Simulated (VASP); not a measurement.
# MgO (Pmma) in VASP: notebook, part 2 of 2

VASP 6.6.1. The steps go on from the part before.

### Step 3. Relaxation of cell and atoms, PBE

Contents of INCAR:

```
ALGO = Normal
EDIFF = 1E-6
EDIFFG = -0.04
ENCUT = 600
GGA = PE
IBRION = 2
ISIF = 3
ISMEAR = 0
LASPH = True
LCHARG = False
LREAL = False
LWAVE = False
NELM = 80
NSW = 90
PREC = Accurate
SIGMA = 0.1
```

Contents of KPOINTS:

```
k-points
0
Gamma
  4 6 6
```

Contents of POSCAR:

```
MgO
1.0
    6.2001982200      0.0000000000      0.0000000000
    0.0000000000      3.5303118600      0.0000000000
    0.0000000000      0.0000000000      3.3427267700
Mg O
4 4
Direct
    0.7500000000      0.0000000000      0.3554073800
    0.0000000000      0.5000000000      0.0000000000
    0.2500000000      0.0000000000      0.6445926200
    0.5000000000      0.5000000000      0.0000000000
    0.7500000000      0.5000000000      0.6445926200
    0.0000000000      0.0000000000      0.0000000000
    0.2500000000      0.5000000000      0.3554073800
    0.5000000000      0.0000000000      0.0000000000
```

Potentials or basis: VASP PAW PBE potentials, release 64 (Mg, O).

Run with:

```sh
cat potpaw_PBE.64/Mg/POTCAR potpaw_PBE.64/O/POTCAR > POTCAR
mpirun -np 1 vasp_std > vasp.out
```

OUTCAR:

```text
EDIFF = 1E-6
   EDIFFG = -0.04
   ENCUT = 600
   GGA = PE
   IBRION = 2
   ISIF = 3
   ISMEAR = 0
   LASPH = True
   LREAL = False
   NELM = 80
   NSW = 90
   PREC = Accurate

 ion  position               nearest neighbor table
   1  0.750  0.000  0.355-   6 1.95   8 1.95   5 2.01   5 2.01   2 2.63   2 2.63   4 2.63   4 2.63
                             6 2.65   8 2.65   4 3.19   4 3.19   2 3.19   2 3.19   3 3.25   3 3.25
   2  0.000  0.500  0.000-   6 1.77   6 1.77   7 1.95   5 1.95   1 2.63   1 2.63   3 2.63   3 2.63
                             7 2.65   5 2.65   4 3.10   4 3.10   3 3.19   3 3.19   1 3.19   1 3.19
   3  0.250  0.000  0.645-   6 1.95   8 1.95   7 2.01   7 2.01   2 2.63   2 2.63   4 2.63   4 2.63
                             8 2.65   6 2.65   4 3.19   2 3.19   2 3.19   4 3.19   1 3.25   1 3.25
   4  0.500  0.500  0.000-   8 1.77   8 1.77   5 1.95   7 1.95   1 2.63   1 2.63   3 2.63   3 2.63
                             7 2.65   5 2.65   2 3.10   2 3.10   3 3.19   3 3.19   1 3.19   1 3.19
   5  0.750  0.500  0.645-   2 1.95   4 1.95   1 2.01   1 2.01   4 2.65   2 2.65
   6  0.000  0.000  0.000-   2 1.77   2 1.77   3 1.95   1 1.95   1 2.65   3 2.65
   7  0.250  0.500  0.355-   2 1.95   4 1.95   3 2.01   3 2.01   2 2.65   4 2.65
   8  0.500  0.000  0.000-   4 1.77   4 1.77   1 1.95   3 1.95   1 2.65   3 2.65

  LATTYP: Found a simple orthorhombic cell.
 ALAT       =     3.3427267700
 B/A-ratio  =     1.0561173865
 C/A-ratio  =     1.8548324905

  Lattice vectors:

 A1 = (   0.0000000000,   0.0000000000,  -3.3427267700)
 A2 = (   0.0000000000,   3.5303118600,   0.0000000000)
 A3 = (   6.2001982200,   0.0000000000,   0.0000000000)

Analysis of symmetry for initial positions (statically):
=====================================================================
 Subroutine PRICEL returns:
 Original cell was already a primitive cell.

 Routine SETGRP: Setting up the symmetry group for a
 simple orthorhombic supercell.

 Subroutine GETGRP returns: Found  8 space group operations
 (whereof  4 operations were pure point group operations)
 out of a pool of  8 trial point group operations.

The static configuration has the point symmetry C_2h.
 The point group associated with its full space group is D_2h.

Analysis of symmetry for dynamics (positions and initial velocities):
[... 167 lines left out ...]

 Free energy of the ion-electron system (eV)
  ---------------------------------------------------
  ext. energy  EPLUGINS =         0.00000000
  ---------------------------------------------------
  free energy    TOTEN  =       -42.41298691 eV

  energy without entropy =      -42.41298691  energy(sigma->0) =      -42.41298691

------------------------ aborting loop because EDIFF is reached ----------------------------------------

  FORCE on cell =-STRESS in cart. coord.  units (eV):
  Direction    XX          YY          ZZ          XY          YZ          ZX
  --------------------------------------------------------------------------------------
  -------------------------------------------------------------------------------------
  Total       15.3149734     35.8492220     -0.3126482      0.0000000      0.0000000      0.0000000
  in kB      335.3569442    785.0020515     -6.8461600      0.0000000      0.0000000      0.0000000
  external PRESSURE =     371.1709452 kB  Pullay stress =       0.0000000 kB
[... 29 lines left out ...]
--------------------------------------- Ionic step        2  -------------------------------------------

 number of electron      32.0000012 magnetization

 E-fermi :   2.1603     XC(G=0):  -9.8769

 val. band max:        1.7133728134   @ k =   0.0000   0.0000   0.0000
 cond. band min:       3.9429835417   @ k =   0.0000   0.0000   0.0000
 fundamental gap:      2.2296107283
 Fermi energy:         2.1602878379

 k-point     1 :       0.0000    0.0000    0.0000
  band No.  band energies     occupation
      1     -14.7034      2.00000
      2     -14.1029      2.00000
      3     -13.9113      2.00000
      4     -13.6485      2.00000
      5      -1.4482      2.00000
      6      -1.2579      2.00000
[... 644 lines left out ...]
  FREE ENERGIE OF THE ION-ELECTRON SYSTEM (eV)
  ---------------------------------------------------
  free  energy   TOTEN  =       -45.5180155746 eV

  energy  without entropy=      -45.5180155746  energy(sigma->0) =      -45.51801557

[... ionic steps 4 to 12 ...]

--------------------------------------- Ionic step       13  -------------------------------------------

 number of electron      32.0000002 magnetization

------------------------ aborting loop because EDIFF is reached ----------------------------------------
[... 79 lines left out ...]
--------------------------------------- Ionic step       15  -------------------------------------------

 number of electron      32.0000000 magnetization

 Free energy of the ion-electron system (eV)
  ---------------------------------------------------
  ext. energy  EPLUGINS =         0.00000000
  ---------------------------------------------------
  free energy    TOTEN  =       -47.64631678 eV

  energy without entropy =      -47.64631678  energy(sigma->0) =      -47.64631678

 E-fermi :   3.5349     XC(G=0): -10.9721

 val. band max:        3.0214516941   @ k =   0.0000   0.0000   0.0000
 cond. band min:       7.5303391433   @ k =   0.0000   0.0000   0.0000
 fundamental gap:      4.5088874492
 Fermi energy:         3.5348831487

 k-point     1 :       0.0000    0.0000    0.0000
  band No.  band energies     occupation
      1     -14.1295      2.00000
      2     -12.9716      2.00000
      3     -12.9715      2.00000
      4     -12.6422      2.00000
      5      -0.9602      2.00000
      6      -0.3966      2.00000
[... 602 lines left out ...]
  FREE ENERGIE OF THE ION-ELECTRON SYSTEM (eV)
  ---------------------------------------------------
  free  energy   TOTEN  =       -47.6463167753 eV

  energy  without entropy=      -47.6463167753  energy(sigma->0) =      -47.64631678

 reached required accuracy - stopping structural energy minimisation
```

CONTCAR:

```text
MgO
   1.00000000000000
     6.0120585202681536    0.0000000000000000    0.0000000000000000
     0.0000000000000000    4.2286631812887752    0.0000000000000000
    -0.0000000000000000    0.0000000000000000    3.0062247028281712
  Mg              O
     4     4
Direct
     0.7500000000000000    0.0000000000000000    0.4994060424150225
     0.0000000000000000    0.5000000000000000    0.0000000000000000
     0.2500000000000000    0.0000000000000000    0.5005939575849777
     0.5000000000000000    0.5000000000000000    0.0000000000000000
     0.7500000000000000    0.5000000000000000    0.4994109415591631
     0.0000000000000000    0.0000000000000000    0.0000000000000000
     0.2500000000000000    0.5000000000000000    0.5005890584408370
     0.5000000000000000    0.0000000000000000    0.0000000000000000

  0.00000000E+00  0.00000000E+00  0.00000000E+00
  0.00000000E+00  0.00000000E+00  0.00000000E+00
  0.00000000E+00  0.00000000E+00  0.00000000E+00
  0.00000000E+00  0.00000000E+00  0.00000000E+00
  0.00000000E+00  0.00000000E+00  0.00000000E+00
  0.00000000E+00  0.00000000E+00  0.00000000E+00
  0.00000000E+00  0.00000000E+00  0.00000000E+00
  0.00000000E+00  0.00000000E+00  0.00000000E+00
```

Run time: 19 min. Hardware: 1 thread of Intel Xeon Platinum 8259CL at 2.50GHz (Skylake/Cascade Lake), shared host; peak memory 0.24 GiB.

Results:

```
Free energy                           : -47.6463 eV
Relaxed volume                        : 9.55 Å³/atom
Relaxed cell                          : a = 6.012 Å, b = 4.229 Å, c = 3.006 Å, α = 90.00°, β = 90.00°, γ = 90.00°
Space group after relaxing (to 0.1 Å) : Fm-3m (No. 225)
Energy gained by relaxing             : 654.2 meV/atom
Ionic steps                           : 15
Pressure after relaxing               : -0.1 GPa
Largest force after relaxing          : 0.010 eV/Å
Band gap on the k mesh                : 4.51 eV
```

Forces in eV/Å, atoms in the order of the input:
```
Mg   0.000  0.000  0.009
Mg   0.000  0.000  0.000
Mg   0.000  0.000 -0.009
Mg   0.000  0.000  0.000
O    0.000  0.000  0.010
O    0.000  0.000  0.000
O    0.000  0.000 -0.010
O    0.000  0.000  0.000
```

The path:
```tsv
step	energy change (eV)	largest force (eV/Å)	pressure (GPa)	volume (Å³)
1	0.0000	3.0216	37.12	73.17
2	-2.7497	1.1004	-17.95	97.02
3	-3.1050	1.5876	-8.31	89.07
4	-3.9131	1.4369	-5.69	84.11
5	-4.3978	1.0361	11.71	71.97
6	-4.5560	1.2209	3.10	76.26
7	-4.5640	1.1877	5.10	75.08
8	-5.0705	0.4991	3.45	74.91
9	-5.1251	0.2766	3.62	74.80
10	-5.2206	0.1509	-1.87	77.35
11	-5.2208	0.1507	-1.67	77.25
12	-5.2304	0.1158	0.34	76.24
13	-5.2305	0.1181	0.21	76.31
14	-5.2322	0.0781	0.11	76.35
15	-5.2333	0.0102	-0.06	76.43
```

Final structure:
```xyz
8
Lattice="6.0121 0.0000 0.0000 0.0000 4.2287 0.0000 0.0000 0.0000 3.0062" Properties=species:S:1:pos:R:3 pbc="T T T"
Mg    4.5090    0.0000    1.5013
Mg    0.0000    2.1143    0.0000
Mg    1.5030    0.0000    1.5049
Mg    3.0060    2.1143    0.0000
O     4.5090    2.1143    1.5013
O     0.0000    0.0000    0.0000
O     1.5030    2.1143    1.5049
O     3.0060    0.0000    0.0000
```

Caveat: a cell axis changed by over 15 % at a fixed basis, so the end point is rough.
